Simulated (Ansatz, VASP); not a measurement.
**Two plane-wave programs on MnO**

File POSCAR:

```
MnO
1.0
    0.0000000000      2.2220003300      2.2220003300
    2.2220003300      0.0000000000      2.2220003300
    4.4440006600      4.4440006600      0.0000000000
Mn O
2 2
Direct
    0.0000000000      0.0000000000      0.0000000000
    0.0000000000      0.0000000000      0.5000000000
    0.5000000000      0.5000000000      0.2500000000
    0.5000000000      0.5000000000      0.7500000000
```

The input INCAR.step1:

```
PREC     = Accurate       # precision mode
ENCUT    = 660            # plane-wave cutoff, eV
ISMEAR   = 0              # smearing method
SIGMA    = 0.05           # smearing width, eV
LREAL    = F              # projectors in reciprocal space
LASPH    = T              # aspherical terms in the spheres
NELM     = 200            # most SCF steps
ISPIN    = 2              # spin polarisation
MAGMOM   = 4.71 4.71 0.26 0.26 # initial moments
LMAXMIX  = 4              # l up to which the mixer works
LDAU     = T              # DFT+U
LDAUTYPE = 2            
LDAUL    = 2 -1           # shell
LDAUU    = 1 0            # U, eV
LDAUJ    = 0 0          
NBANDS   = 31             # bands
GGA      = PE             # functional
ALGO     = Normal         # electronic algorithm
EDIFF    = 1E-5           # SCF threshold, eV
LWAVE    = T              # write WAVECAR
LCHARG   = F              # write CHGCAR
GGA_COMPAT= F
```

INCAR.step2

```
PREC     = Accurate       # precision mode
ENCUT    = 660            # plane-wave cutoff, eV
EDIFF    = 1E-6           # SCF threshold, eV
ISMEAR   = 0              # smearing method
SIGMA    = 0.05           # smearing width, eV
LREAL    = F              # projectors in reciprocal space
LASPH    = T              # aspherical terms in the spheres
NELM     = 200            # most SCF steps
ALGO     = Normal         # electronic algorithm
ISIF     = 2              # what is computed and relaxed
LWAVE    = F              # write WAVECAR
LCHARG   = F              # write CHGCAR
ISPIN    = 2              # spin polarisation
MAGMOM   = 4.71 4.71 0.26 0.26 # initial moments
LORBIT   = 11             # projections on sites
LMAXMIX  = 4              # l up to which the mixer works
LDAU     = T              # DFT+U
LDAUTYPE = 2            
LDAUL    = 2 -1           # shell
LDAUU    = 1 0            # U, eV
LDAUJ    = 0 0          
LDAUPRINT= 1            
METAGGA  = R2SCAN         # meta-GGA
LMIXTAU  = T            
NBANDS   = 31             # bands
ISTART   = 1            
GGA_COMPAT= F
```

KPOINTS

```
regular mesh
0
Gamma
  7 7 7
```

Input for Ansatz:

```yaml
crystal:
  lattice:
    - [0.0, 2.22200033, 2.22200033]
    - [2.22200033, 0.0, 2.22200033]
    - [4.44400066, 4.44400066, 0.0]
  atoms:
    - { symbol: Mn, position: [0.0, 0.0, 0.0], spin: 5.0 }
    - { symbol: O, position: [0.5, 0.5, 0.25] }
    - { symbol: Mn, position: [0.0, 0.0, 0.5], spin: 5.0 }
    - { symbol: O, position: [0.5, 0.5, 0.75] }
basis:
  ecutwfc: 500
  ecutrho_ratio: 4
kpoints:
  mp_grid: { grid: [7, 7, 7] }
hamiltonian:
  xc: r2scan
  hubbard:
    sites:
      - { site: 0, l: d, u_eff: 1.0, starting_ns: [{ spin: up, occupation_matrix: s0up }, { spin: down, occupation_matrix: s0down }] }
      - { site: 2, l: d, u_eff: 1.0, starting_ns: [{ spin: up, occupation_matrix: s2up }, { spin: down, occupation_matrix: s2down }] }
    occupation_matrices:
      s0up:
        matrix:
          - [0.97, 0.0, 0.0, 0.0, 0.0]
          - [0.0, 0.97, 0.0, 0.0, 0.0]
          - [0.0, 0.0, 0.97, 0.0, 0.0]
          - [0.0, 0.0, 0.0, 0.97, 0.0]
          - [0.0, 0.0, 0.0, 0.0, 0.97]
      s0down:
        matrix:
          - [0.02, 0.0, 0.0, 0.0, 0.0]
          - [0.0, 0.02, 0.0, 0.0, 0.0]
          - [0.0, 0.0, 0.02, 0.0, 0.0]
          - [0.0, 0.0, 0.0, 0.02, 0.0]
          - [0.0, 0.0, 0.0, 0.0, 0.02]
      s2up:
        matrix:
          - [0.97, 0.0, 0.0, 0.0, 0.0]
          - [0.0, 0.97, 0.0, 0.0, 0.0]
          - [0.0, 0.0, 0.97, 0.0, 0.0]
          - [0.0, 0.0, 0.0, 0.97, 0.0]
          - [0.0, 0.0, 0.0, 0.0, 0.97]
      s2down:
        matrix:
          - [0.02, 0.0, 0.0, 0.0, 0.0]
          - [0.0, 0.02, 0.0, 0.0, 0.0]
          - [0.0, 0.0, 0.02, 0.0, 0.0]
          - [0.0, 0.0, 0.0, 0.02, 0.0]
          - [0.0, 0.0, 0.0, 0.0, 0.02]
    ns_hold: { iters: 10 }
scf:
  occupations: { method: gaussian, width: 0.05 }
  lower_state_search: "off"
  max_iter: 150
output:
  forces: true
  stress: true
  eigenvalues: true
  populations: true
  hubbard: { sites: [{ site: 0, l: d }, { site: 2, l: d }] }
  write_density: true
  write_potential: true
  elf: true
  volumetric_format: npy
magnetization:
  spin_polarized: true
```

Alike in both runs: task single point; functional r2SCAN; k mesh 7 × 7 × 7; occupations gaussian, width 0.05 eV; collinear spin; Hubbard terms Mn d U = 1.0 eV.

|  | VASP | Ansatz |
| --- | --- | --- |
| version | VASP 6.6.1 | Ansatz 0.2.0 |
| potentials or method | VASP PAW PBE potentials, release 64 (Mn_pv, O), cutoff 660 eV | scalar-relativistic, plane waves, PAW |
| valence electrons in the cell | 38 | 42 |

|  | VASP | Ansatz | Ansatz less VASP |
| --- | --- | --- | --- |
| gap on the k mesh at the Fermi level (eV) | 0.18 | 0.17 | -0.012 |
| least direct gap on the mesh (eV) | 0.18 | 0.17 | -0.012 |
| pressure (GPa) | 1.3 | 1.9 | +0.57 |
| net moment per atom (μB) | 2.50 | 2.50 | 0.000 |
| size of the moment on the site where the two differ most (μB) | 4.58 | 4.28 | -0.292 |

VASP's potentials were made for PBE, not for r2SCAN. Site moments also hang on the region over which each program counts them. The programs project onto different local orbitals, so the same U acts differently, and such runs can settle in different states. VASP's potentials hold 38 valence electrons a cell and Ansatz's 42, so a difference there can come from the potentials and not from the codes. Ansatz's warnings: stability check not made.
